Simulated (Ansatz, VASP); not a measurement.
## Two plane-wave programs on P

```
P
1.0
     2.30274   -5.97235    0.00000
     2.30274    5.97235    0.00000
     0.00000    0.00000    3.30470
P
4
Direct
  0.67653 0.99966 0.50000
  0.99966 0.67653 0.00000
  0.32347 0.00034 0.50000
  0.00034 0.32347 0.00000
```

Alike in both runs: task single point; functional PBE; k mesh 12 × 12 × 14; occupations gaussian, width 0.1 eV; no spin polarisation.

|  | VASP | Ansatz |
| --- | --- | --- |
| version | VASP 6.6.1 | Ansatz 0.2.0 |
| potentials or method | VASP PAW PBE potentials, release 64 (P), cutoff 520 eV | scalar-relativistic, plane waves, PAW |
| valence electrons in the cell | 20 | 20 |

Ansatz gave:

```
gap on the k mesh at the Fermi level (eV) : none
pressure (GPa)                            : 0.0
rms of the force components (eV/Å)        : 0.002
```

Estimate VASP's values.

gap on the k mesh at the Fermi level (eV): none; pressure (GPa): -0.3; rms of the force components (eV/Å): 0.029.

Atom by atom the forces differ by 0.029 eV/Å (rms over components). A gap of «none» marks a metal or a gap that the smearing closes.
